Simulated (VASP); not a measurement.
Write the native input for VASP 6.6.1 that does the following.

| Item | Value |
| --- | --- |
| Task | single point |
| Functional | PBE |
| Potentials or basis | VASP PAW PBE potentials, release 64 (Ta_pv, S, N) |
| Cutoff | 520 eV |
| k mesh | 10 × 10 × 1 |
| Occupations | gaussian, width 0.1 eV |
| Spin | no spin polarisation |
| Dipole correction | yes |
| Further INCAR settings | ALGO = Fast; EDIFF = 1e-06; NBANDS = 28 |

The structure of Ta2S2N lies in POSCAR:

```
Ta2S2N
1.0
    4.1247525832      0.0000000000      0.0000000000
    0.0000000000      4.1247525832      0.0000000000
    0.0000000000      0.0000000000     30.7899954400
Ta S N
2 2 1
Direct
    0.0000000000      0.5000000000      0.2923027390
    0.5000000000      0.0000000000      0.2923027390
    0.5000000000      0.5000000000      0.2399610738
    0.5000000000      0.5000000000      0.3446444041
    0.0000000000      0.0000000000      0.2923027390
```

The cell was built from a structure type or drawn by symmetry, and may not be a known phase.

The input as run:

INCAR

```
PREC = Accurate
ENCUT = 520
EDIFF = 1E-6
ISMEAR = 0
SIGMA = 0.1
LREAL = F
LASPH = T
NELM = 100
ALGO = Fast
ISIF = 2
LWAVE = F
LCHARG = F
LDIPOL = T
IDIPOL = 3
DIPOL = 0.5 0.5 0.292
GGA = PE
NBANDS = 28
```

KPOINTS

```
Automatic mesh
0
Gamma
  10 10 1
```

Potentials or basis: VASP PAW PBE potentials, release 64 (Ta_pv, S, N).

Command:

```console
$ cat potpaw_PBE.64/Ta_pv/POTCAR potpaw_PBE.64/S/POTCAR potpaw_PBE.64/N/POTCAR > POTCAR
$ mpirun -np 1 vasp_std > vasp.out
```

It gave:

* Largest force: 0.012 eV/Å
* Band gap on the k mesh: zero (an odd number of electrons rules out a gap without spin polarisation)

Caveat: spin-orbit coupling is left out, which moves the levels of the heavy elements.

Wall time 6.1 min on 1 thread of Intel(R) Xeon(R) 6975P-C (Granite Rapids), on a shared host, peak memory 0.74 GiB.
